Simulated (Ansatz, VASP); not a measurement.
## One calculation of Ge, two programs

File INCAR:

```
ALGO = Normal
EDIFF = 1E-7
ENCUT = 520
GGA = PS
ISIF = 2
ISMEAR = 0
LASPH = True
LCHARG = False
LREAL = False
LWAVE = False
NBANDS = 21
NELM = 100
PREC = Accurate
SIGMA = 0.15
```

The input KPOINTS:

```
k-points
0
Gamma
  20 20 20
```

Contents of POSCAR:

```
Ge
1.0
   -2.4210210600      2.5713371100      1.4800554100
    2.4210210600     -2.5713371100      1.4800554100
    2.4210210600      2.5713371100     -1.4800554100
Ge
2
Direct
    0.1859430000      0.9359430000      0.2500000000
    0.8140570000      0.0640570000      0.7500000000
```

Input for Ansatz:

```yaml
crystal:
  lattice:
    - [-2.42102106, 2.57133711, 1.48005541]
    - [2.42102106, -2.57133711, 1.48005541]
    - [2.42102106, 2.57133711, -1.48005541]
  atoms:
    - { symbol: Ge, position: [0.185943, 0.935943, 0.25] }
    - { symbol: Ge, position: [0.814057, 0.064057, 0.75] }
basis:
  ecutwfc: 420
kpoints:
  mp_grid: { grid: [20, 20, 20] }
hamiltonian:
  xc: pbesol
scf:
  occupations: { method: gaussian, width: 0.15 }
output:
  forces: true
  stress: true
  eigenvalues: true
```

Change from the starting cell: strain -0.030 along x and y, +0.030 along z, atoms carried along.

Alike in both runs: task single point; functional PBEsol; k mesh 20 × 20 × 20; occupations gaussian, width 0.15 eV; no spin polarisation.

|  | VASP | Ansatz |
| --- | --- | --- |
| version | VASP 6.6.1 | Ansatz 0.2.0 |
| potentials or method | VASP PAW PBE potentials, release 64 (Ge_d), cutoff 520 eV | scalar-relativistic, plane waves, PAW |
| valence electrons in the cell | 28 | 28 |

```tsv
	VASP	Ansatz	Ansatz less VASP
gap on the k mesh at the Fermi level (eV)	none	none	-
pressure (GPa)	0.1	0.2	+0.11
traceless stress, the component that is largest in VASP (GPa)	-2.50	-2.52	-0.022
rms of the force components (eV/Å)	0.036	0.035	-0.0006
```

VASP's potentials were made for PBE, not for PBEsol. Atom by atom the forces differ by 0.001 eV/Å (rms over components). A gap of «none» marks a metal or a gap that the smearing closes.
